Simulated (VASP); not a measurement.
## SrO: single point with PBEsol

The system is SrO.

```
Sr O
1.0
     3.42725    0.00000    0.00000
    -1.71363    2.96809    0.00000
     0.00000    0.00000    3.12220
Sr O
1 1
Direct
  0.00000 0.00000 0.00000
  0.66667 0.33333 0.50000
```

This cell differs from its parent crystal: volume scaled by 0.960.

- Program: VASP 6.6.1
- Task: single point
- Functional: PBEsol
- Potentials or basis: VASP PAW PBE potentials, release 64 (Sr_sv, O)
- Cutoff: 520 eV
- k mesh: 10 × 10 × 10
- Occupations: gaussian, width 0.05 eV
- Spin: no spin polarisation

```
Pressure               : 4.8 GPa
Band gap on the k mesh : 2.86 eV, direct
```

Stress tensor (GPa, compression positive):
```
4.69 0.00 0.00
0.00 4.69 0.00
0.00 0.00 4.89
```

Levels at points of the mesh, in eV from the valence-band top:
```csv
k point,band 5,band 6,band 7,band 8,band 9,band 10,band 11,band 12
"(0.00, 0.00, 0.00)",-14.19,-0.97,-0.97,0.00,2.86,4.11,8.00,8.00
"(0.50, 0.00, 0.00)",-13.43,-2.30,-0.78,-0.42,3.38,7.04,9.77,9.79
"(0.00, 0.00, 0.50)",-12.96,-2.77,-0.78,-0.78,6.27,6.60,6.60,8.03
"(0.50, 0.00, 0.50)",-14.48,-1.81,-1.51,-1.46,5.31,6.51,9.90,11.29
```

It took 22 s on 1 thread of Intel Xeon 6975P-C (shared host), peak memory 0.18 GiB.

Caveat: the PAW data sets were made with another functional, which shifts forces and pressure a little. A k mesh can miss the band edges.
